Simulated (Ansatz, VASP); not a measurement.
ZrS2: VASP beside Ansatz

The input POSCAR:

```
ZrS2
1.0
    3.6346710743      0.0000000000      0.0000000000
   -1.8173355371      3.1477174847      0.0000000000
    0.0000000000      0.0000000000      5.7209341488
Zr S
1 2
Direct
    0.0000000000      0.0000000000      0.0000000000
    0.6666666667      0.3333333333      0.7446994447
    0.3333333333      0.6666666667      0.2553005553
```

Contents of INCAR.step1:

```
PREC = Accurate
ENCUT = 400
EDIFF = 1E-5
ISMEAR = 0
SIGMA = 0.02
LREAL = False
LASPH = True
NELM = 120
ALGO = Normal
ISIF = 2
LWAVE = True
LCHARG = False
GGA = PE
NBANDS = 19
GGA_COMPAT = False
```

File INCAR.step2:

```
PREC = Accurate
ENCUT = 400
EDIFF = 1E-6
ISMEAR = 0
SIGMA = 0.02
LREAL = False
LASPH = True
NELM = 120
ALGO = Normal
ISIF = 2
LWAVE = False
LCHARG = False
GGA = PE
LHFCALC = True
HFSCREEN = 0.2079
PRECFOCK = Normal
ISTART = 1
NBANDS = 19
GGA_COMPAT = False
```

Contents of KPOINTS:

```
Automatic mesh
0
Gamma
  6 6 4
```

Input for Ansatz:

```yaml
crystal:
  lattice:
    - [3.6346710733, 0.0, 0.0]
    - [-1.8173355366, 3.1477174839, 0.0]
    - [0.0, 0.0, 5.7209341532]
  atoms:
    - { symbol: Zr, position: [0.0, 0.0, 0.0] }
    - { symbol: S, position: [0.6666666667, 0.3333333333, 0.7446994449] }
    - { symbol: S, position: [0.3333333333, 0.6666666667, 0.2553005551] }
basis:
  ecutwfc: 420
kpoints:
  mp_grid: { grid: [6, 6, 4] }
  band_path:
    path:
      - [[0.0, 0.0, 0.0], [0.5, 0.0, 0.0], [0.33333333, 0.33333333, 0.0], [0.0, 0.0, 0.0], [0.0, 0.0, 0.5], [0.5, 0.0, 0.5], [0.33333333, 0.33333333, 0.5], [0.0, 0.0, 0.5]]
      - [[0.5, 0.0, 0.5], [0.5, 0.0, 0.0]]
      - [[0.33333333, 0.33333333, 0.5], [0.33333333, 0.33333333, 0.0]]
    npoints: 4
hamiltonian:
  xc: hse06
scf:
  occupations: { method: gaussian, width: 0.02 }
output:
  forces: true
  stress: true
  eigenvalues: true
  populations: true
  dos: { projected: true, de: 0.02 }
  bader: false
  write_density: true
  write_potential: true
  elf: true
  volumetric_format: npy
```

Alike in both runs: task single point; functional HSE06; k mesh 6 × 6 × 4; occupations gaussian, width 0.02 eV; no spin polarisation.

|  | VASP | Ansatz |
| --- | --- | --- |
| version | VASP 6.6.1 | Ansatz 0.2.0 |
| potentials or method | VASP PAW PBE potentials, release 64 (Zr_sv, S), cutoff 400 eV | scalar-relativistic, plane waves, PAW |
| valence electrons in the cell | 24 | 24 |

Ansatz gave:

* gap on the k mesh at the Fermi level (eV): 1.42
* least direct gap on the mesh (eV): 2.27
* pressure (GPa): 1.7
* traceless stress, the component that is largest in VASP (GPa): -0.34
* rms of the force components (eV/Å): 0.125

Problem. Which values does VASP return?

Solution. gap on the k mesh at the Fermi level (eV): 1.42; least direct gap on the mesh (eV): 2.28; pressure (GPa): 1.5; traceless stress, the component that is largest in VASP (GPa): -0.30; rms of the force components (eV/Å): 0.123.

Atom by atom the forces differ by 0.002 eV/Å (rms over components). With one functional, cell and mesh, what is left measures potentials, basis and numerics. Ansatz's warnings: stress exchange threshold loose, stress scf threshold loose.
